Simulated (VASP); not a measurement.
# Ru in VASP: further runs

Runs on Ru. Level: PBE. Tasks: electric field gradients.

Program: VASP 6.6.1. These are calculated values, not measurements. Logs are shortened: lines on timing, memory, paths and dates and some standing lists are left out, and cuts for length are marked.

### 1 The cell of the first run

The structure is monoclinic, space group P2_1/m (No. 11). Conventional cell: a = 2.682 Å, b = 4.282 Å, c = 2.706 Å, α = 90.00°, β = 119.14°, γ = 90.00°. Ru (site symmetry m) has 12 Ru at 2.64 to 2.73 Å within 3.5 Å.

### 2 Electric field gradients, PBE (xy shear strain of -2 %)

Input file INCAR:

```
SYSTEM = Ru
PREC     = Accurate       ! precision mode
ENCUT    = 520            ! plane-wave cutoff, eV
EDIFF    = 1E-8           ! SCF threshold, eV
ISMEAR   = -1             ! smearing method
SIGMA    = 0.03           ! smearing width, eV
LREAL    = .False.        ! projectors in reciprocal space
LASPH    = .True.         ! aspherical terms in the spheres
NELM     = 60             ! most SCF steps
ALGO     = Normal         ! electronic algorithm
ISIF     = 2              ! what is computed and relaxed
LWAVE    = .False.        ! write WAVECAR
LCHARG   = .False.        ! write CHGCAR
GGA      = PE             ! functional
LEFG     = .True.       
NBANDS   = 21             ! bands
```

Input file KPOINTS:

```
regular mesh
0
Gamma
  14 14 8
  0 0 0
```

Input file POSCAR:

```
Ru
1.0
    2.7057993342     -0.0270579933      0.0000000000
   -1.3763325767      2.3568199577      0.0000000000
    0.0000000000      0.0000000000      4.2819000000
Ru
2
Direct
    0.3333333333      0.6666666667      0.2500000000
    0.6666666667      0.3333333333      0.7500000000
```

Potentials or basis: VASP PAW PBE potentials, release 64 (Ru_pv).

The run is started by

```bash
$ cat potpaw_PBE.64/Ru_pv/POTCAR > POTCAR
$ mpirun -np 1 vasp_std > vasp.out
```

OUTCAR:

```text
SYSTEM = Ru
   PREC = Accurate
   ENCUT = 520
   EDIFF = 1E-8
   ISMEAR = -1
   LREAL = .False.
   LASPH = .True.
   NELM = 60
   ISIF = 2
   GGA = PE

 ion  position               nearest neighbor table
   1  0.333  0.667  0.250-   2 2.64   2 2.64   2 2.65   2 2.65   2 2.66   2 2.66
   2  0.667  0.333  0.750-   1 2.64   1 2.64   1 2.65   1 2.65   1 2.66   1 2.66

  LATTYP: Found a simple monoclinic cell.
 ALAT       =     2.6824005424
 B/A-ratio  =     1.5962940405
 C/A-ratio  =     1.0087735139
 COS(beta)  =    -0.4869160342

  Lattice vectors:

 A1 = (   1.3294667575,   2.3297619644,   0.0000000000)
 A2 = (   0.0000000000,   0.0000000000,  -4.2819000000)
 A3 = (  -2.7057993342,   0.0270579933,   0.0000000000)

Analysis of symmetry for initial positions (statically):
=====================================================================
 Subroutine PRICEL returns:
 Original cell was already a primitive cell.

 Routine SETGRP: Setting up the symmetry group for a
 simple monoclinic supercell.

 Subroutine GETGRP returns: Found  4 space group operations
 (whereof  2 operations were pure point group operations)
 out of a pool of  4 trial point group operations.

The static configuration has the point symmetry S_2 .
 The point group associated with its full space group is C_2h.

Analysis of symmetry for dynamics (positions and initial velocities):
=====================================================================
 Subroutine PRICEL returns:
 Original cell was already a primitive cell.

 Routine SETGRP: Setting up the symmetry group for a
 simple monoclinic supercell.

 Subroutine GETGRP returns: Found  4 space group operations
 (whereof  2 operations were pure point group operations)
 out of a pool of  4 trial point group operations.

The dynamic configuration has the point symmetry S_2 .
 The point group associated with its full space group is C_2h.

 Subroutine INISYM returns: Found  4 space group operations
 (whereof  2 operations are pure point group operations),
 and found     1 'primitive' translations

----------------------------------------------------------------------------------------

                                     Primitive cell

  volume of cell :      27.1466

  direct lattice vectors                    reciprocal lattice vectors
     2.705799334 -0.027057993  0.000000000     0.371747482  0.217092599  0.000000000
    -1.376332577  2.356819958  0.000000000     0.004267929  0.426792928  0.000000000
     0.000000000  0.000000000  4.281900000     0.000000000  0.000000000  0.233541185

  length of vectors
     2.705934621  2.729265776  4.281900000     0.430494352  0.426814267  0.233541185

  position of ions in fractional coordinates (direct lattice)
     0.333333333  0.666666667  0.250000000
     0.666666667  0.333333333  0.750000000

  ion indices of the primitive-cell ions
   primitive index   ion index
                 1           1
                 2           2

----------------------------------------------------------------------------------------

 KPOINTS: regular mesh

Automatic generation of k-mesh.
 Grid dimensions read from file:
 generate k-points for:   14   14    8

 Generating k-lattice:

  Cartesian coordinates                     Fractional coordinates (reciprocal lattice)
     0.026553392  0.015506614  0.000000000     0.071428571  0.000000000  0.000000000
     0.000304852  0.030485209  0.000000000     0.000000000  0.071428571  0.000000000
     0.000000000  0.000000000  0.029192648     0.000000000  0.000000000  0.125000000

  Length of vectors
     0.030749597  0.030486733  0.029192648

  Shift w.r.t. Gamma in fractional coordinates (k-lattice)
     0.000000000  0.000000000  0.000000000

 Subroutine IBZKPT returns following result:
 ===========================================

 Found    500 irreducible k-points:

 Following reciprocal coordinates:
            Coordinates               Weight
  0.000000  0.000000  0.000000      1.000000
  0.071429  0.000000  0.000000      2.000000
  0.142857  0.000000  0.000000      2.000000
  0.214286  0.000000  0.000000      2.000000
  0.285714  0.000000  0.000000      2.000000
  0.357143  0.000000  0.000000      2.000000
[... 16 lines left out ...]
  0.000000  0.142857  0.000000      2.000000
  0.071429  0.142857  0.000000      2.000000
 [... further k-points ...]
   k-points           NKPTS =    500   k-points in BZ     NKDIM =    500   number of bands    NBANDS=     21
   number of dos      NEDOS =    301   number of ions     NIONS =      2
   total plane-waves  NPLWV =  12800
   dimension x,y,z NGX =    20 NGY =   20 NGZ =   32
   dimension x,y,z NGXF=    40 NGYF=   40 NGZF=   64
   ions per type =               2
   NGX,Y,Z   is equivalent  to a cutoff of  12.29, 12.18, 12.42 a.u.
   NGXF,Y,Z  is equivalent  to a cutoff of  24.58, 24.36, 24.85 a.u.
 SYSTEM =  Ru
   PREC   = accura    normal or accurate (medium, high low for compatibility)
   ISTART =      0    job   : 0-new  1-cont  2-samecut
   ICHARG =      2    charge: 1-file 2-atom 10-const
   ISPIN  =      1    spin polarized calculation?
   LNONCOLLINEAR =      F non collinear calculations
   LSORBIT =      F    spin-orbit coupling
   LASPH  =      T    aspherical Exc in radial PAW
   ENCUT  =  520.0 eV  38.22 Ry    6.18 a.u.   5.03  5.07  7.96*2*pi/ulx,y,z
   NELM   =     60;   NELMIN=  2; NELMDL= -5     # of ELM steps
   EDIFF  = 0.1E-07   stopping-criterion for ELM
   LREAL  =      F    real-space projection
   EDIFFG = 0.1E-06   stopping-criterion for IOM
   NSW    =      0    number of steps for IOM
   IBRION =     -1    ionic relax: 0-MD 1-quasi-New 2-CG
   NFREE  =      0    steps in history (QN), initial steepest desc. (CG)
   ISIF   =      2    stress and relaxation
   ISYM   =      2    0-nonsym 1-usesym 2-fastsym
   POTIM  = 0.5000    time-step for ionic-motion
   TEBEG  =    0.0;   TEEND  =   0.0 temperature during run
   PSTRESS=    0.0 pullay stress
   NELECT =      28.0000    total number of electrons
   NUPDOWN=      -1.0000    fix difference up-down
   EMIN   =  10.00;   EMAX   =-10.00  energy-range for DOS
   EFERMI =   0.00;   METHOD = LEGACY
   ISMEAR =    -1;   SIGMA  =   0.03  broadening in eV -4-tet -1-fermi 0-gaus
   EFERMI_NEDOS =   21; number of points for ismear=-14 and -15
   IALGO  =     38    algorithm
   IMIX   =      4    mixing-type and parameters
     AMIX     =   0.40;   BMIX     =  1.00
     AMIX_MAG =   1.60;   BMIX_MAG =  1.00
  volume/ion in A,a.u.               =      13.57        91.60
  Fermi-wavevector in a.u.,A,eV,Ry     =   1.654078  3.125753 37.225168  2.735973
  Thomas-Fermi vector in A             =   2.742407
   LORBIT       =      0    0 simple, 1 ext, 2 COOP (PROOUT), +10 PAW based schemes
   GGA     = PE    functional components
   LHFCALC =     F    Hartree Fock is set to
   AEXX    =    0.0000 exact exchange contribution
   IVDW    =     0    specifies the selected vdW correction
   LEPSILON=     F    determine dielectric tensor
   LRPA    =     F    only Hartree local field effects (RPA)
 non-spin polarized calculation
  energy-cutoff  :      520.00
  volume of cell :       27.15
 maximum number of plane-waves:       750
   NGX = 11   NGY = 11   NGZ = 15

 number of electron      28.0000007 magnetization

 Free energy of the ion-electron system (eV)
  ---------------------------------------------------
  ext. energy  EPLUGINS =         0.00000000
  ---------------------------------------------------
  free energy    TOTEN  =       -18.45324194 eV

  energy without entropy =      -18.44676054  energy(sigma->0) =      -18.45000124

 E-fermi :  12.8331     XC(G=0): -14.1216

 val. band max:       12.8328077980   @ k =  -0.4286   0.2857   0.0000
 cond. band min:      12.8348893335   @ k =   0.2143   0.0714   0.0000
 fundamental gap:      0.0020815355
 Fermi energy:        12.8331408117

 k-point     1 :       0.0000    0.0000    0.0000
  band No.  band energies     occupation
      1     -30.8101      2.00000
      2     -29.8801      2.00000
      3     -29.8605      2.00000
      4     -29.7106      2.00000
      5     -29.6897      2.00000
      6     -29.6660      2.00000
[... 13 lines left out ...]
     20      23.2604      0.00000
     21      23.2920      0.00000
[... 529 lines left out ...]
 k-point    24 :       0.0714    0.1429    0.0000
  band No.  band energies     occupation
      1     -30.6921      2.00000
      2     -30.0976      2.00000
      3     -30.0020      2.00000
      4     -29.8962      2.00000
      5     -29.7468      2.00000
      6     -29.7228      2.00000
[... 13 lines left out ...]
     20      23.2604      0.00000
     21      23.2725      0.00000

 [... further k-points ...]

------------------------ aborting loop because EDIFF is reached ----------------------------------------

  FORCE on cell =-STRESS in cart. coord.  units (eV):
  Direction    XX          YY          ZZ          XY          YZ          ZX
  --------------------------------------------------------------------------------------
  -------------------------------------------------------------------------------------
  Total        0.8777487      0.8730165      0.5883420      0.6801577      0.0000000      0.0000000
  in kB       51.8043085     51.5250196     34.7236654     40.1425821      0.0000000      0.0000000
  external PRESSURE =      46.0176645 kB  Pullay stress =       0.0000000 kB

 VOLUME and BASIS-vectors are now :
 -----------------------------------------------------------------------------
  energy-cutoff  :      520.00
  volume of cell :       27.15
      direct lattice vectors                 reciprocal lattice vectors
     2.705799334 -0.027057993  0.000000000     0.371747482  0.217092599  0.000000000
    -1.376332577  2.356819958  0.000000000     0.004267929  0.426792928  0.000000000
     0.000000000  0.000000000  4.281900000     0.000000000  0.000000000  0.233541185

 POSITION                                       TOTAL-FORCE (eV/Angst)
 -----------------------------------------------------------------------------------
     -0.01562      1.56219      1.07048         0.088024     -0.004885      0.000000
      1.34509      0.76757      3.21143        -0.088024      0.004885     -0.000000
 -----------------------------------------------------------------------------------
    total drift:                                0.000000      0.000000     -0.000000

  FREE ENERGIE OF THE ION-ELECTRON SYSTEM (eV)
  ---------------------------------------------------
  free  energy   TOTEN  =       -18.4532419428 eV

  energy  without entropy=      -18.4467605376  energy(sigma->0) =      -18.45000124

 Electric field gradients (V/A^2)
---------------------------------------------------------------------
 ion       V_xx      V_yy      V_zz      V_xy      V_xz      V_yz
---------------------------------------------------------------------
   1       6.175     6.883   -13.058    -2.626     0.000    -0.000
   2       6.175     6.883   -13.058    -2.626     0.000    -0.000
---------------------------------------------------------------------

 Electric field gradients after diagonalization (V/A^2)
 (convention: |V_zz| > |V_xx| > |V_yy|)
----------------------------------------------------------------------
 ion       V_xx      V_yy      V_zz     asymmetry (V_yy - V_xx)/ V_zz
----------------------------------------------------------------------
   1       9.179     3.879   -13.058       0.406
   2       9.179     3.879   -13.058       0.406
----------------------------------------------------------------------

           NMR quadrupolar parameters

 Cq : quadrupolar parameter    Cq=e*Q*V_zz/h
 eta: asymmetry parameters     (V_yy - V_xx)/ V_zz
 Q  : nuclear electric quadrupole moment in mb (millibarn)
----------------------------------------------------------------------
 ion       Cq(MHz)       eta       Q (mb)
----------------------------------------------------------------------
   1      -0.032       0.406       1.000
   2      -0.032       0.406       1.000
----------------------------------------------------------------------
```

Wall time 2.5 min (1 thread of Intel Xeon Platinum 8259CL at 2.50GHz (Skylake/Cascade Lake), shared host); peak memory 0.32 GiB.

What came out:

* Free energy: -18.4532 eV
* Pressure: 4.6 GPa
* Largest force: 0.088 eV/Å
* Band gap on the k mesh: zero (bands 14 and 15 overlap by 3.22 eV)
* Largest electric field gradient by atom: Ru -13.1 V/Å²

Forces in eV/Å, atoms in the order of the input:
```
Ru   0.088 -0.005  0.000
Ru  -0.088  0.005  0.000
```

Stress tensor (GPa, compression positive):
```
5.18 4.01 0.00
4.01 5.15 0.00
0.00 0.00 3.47
```

Levels at points of the mesh, in eV from the Fermi level:
| k point | band 12 | band 13 | band 14 | band 15 | band 16 | band 17 |
| --- | --- | --- | --- | --- | --- | --- |
| (0.00, 0.00, 0.00) | -2.06 | -1.74 | -1.42 | -1.34 | 1.15 | 1.24 |
| (0.50, 0.00, 0.00) | -1.72 | -1.40 | 1.48 | 1.89 | 1.89 | 4.16 |
| (0.00, 0.50, 0.00) | -1.78 | -1.51 | 1.43 | 1.85 | 1.92 | 4.09 |
| (0.50, 0.50, 0.00) | -1.85 | -1.62 | 1.40 | 1.82 | 1.95 | 4.00 |
| (0.00, 0.00, 0.50) | -2.70 | -2.59 | -2.59 | 0.50 | 0.50 | 0.61 |
| (0.50, 0.00, 0.50) | -1.13 | 0.49 | 0.49 | 1.73 | 1.73 | 3.50 |
| (0.00, 0.50, 0.50) | -1.05 | 0.46 | 0.46 | 1.69 | 1.69 | 3.41 |
| (0.50, 0.50, 0.50) | -0.96 | 0.42 | 0.42 | 1.66 | 1.66 | 3.32 |

Electric field gradients, principal values (V/Å²):
| atom | least | middle | greatest (by size) |
| --- | --- | --- | --- |
| 1 Ru | 3.879 | 9.179 | -13.058 |
| 2 Ru | 3.879 | 9.179 | -13.058 |

Caveat: the cell differs from its parent crystal (xy shear strain of -2 %); the cell stands under pressure; without QUAD_EFG the Cq values of the log hold for a quadrupole moment of 1 mb, not for the nuclei.

(Continued in part 2 of 2.)
